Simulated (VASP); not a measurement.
A run of VASP 6.6.1 is set up as follows.

INCAR

```
SYSTEM = MgO
PREC = Accurate ; ENCUT = 520
EDIFF = 1E-7 ; ISMEAR = 0
SIGMA = 0.05 ; LREAL = .FALSE.
LASPH = .TRUE. ; NELM = 100
ALGO = Normal ; ISIF = 2
LWAVE = .FALSE. ; LCHARG = .FALSE.
GGA = PS ; NBANDS = 26
```

The input KPOINTS:

```
Automatic mesh
0
G
  6 6 6
  0 0 0
```

POSCAR

```
MgO
1.0
    4.2149416169      0.0000000000      0.0000000000
    0.0000000000     -4.2149416169      0.0000000000
    0.0000000000      0.0000000000     -4.2149416169
Mg O
4 4
Direct
   -0.0355655312      0.0355655312      0.0000000000
    0.5000000000      0.5000000000      0.0000000000
    0.5000000000      0.0000000000      0.5000000000
    0.0000000000      0.5000000000      0.5000000000
    0.5000000000      0.0000000000      0.0000000000
    0.0000000000      0.5000000000      0.0000000000
    0.0000000000      0.0000000000      0.5000000000
    0.5000000000      0.5000000000      0.5000000000
```

Potentials or basis: VASP PAW PBE potentials, release 64 (Mg, O).

Command:

```console
$ cat potpaw_PBE.64/Mg/POTCAR potpaw_PBE.64/O/POTCAR > POTCAR
$ mpirun -np 1 vasp_std > vasp.out
```

Predict the largest force.

2.177 eV/Å.

What does it give for the pressure?

0.7 GPa.

Predict the band gap on the k mesh.

4.61 eV.

Forces in eV/Å, atoms in the order of the input:
```
Mg   1.539  1.539  0.000
Mg  -0.405 -0.405  0.000
Mg  -0.378  0.116  0.000
Mg   0.116 -0.378  0.000
O   -0.499 -0.195  0.000
O   -0.195 -0.499  0.000
O   -0.223 -0.223  0.000
O    0.045  0.045  0.000
```

Caveat: the cell differs from its parent crystal (atom 1 (Mg) moved by -0.212 Å along [1 1 0] and +0.000 Å along [0 0 1]); the PAW data sets were made with another functional, which shifts forces and pressure a little.
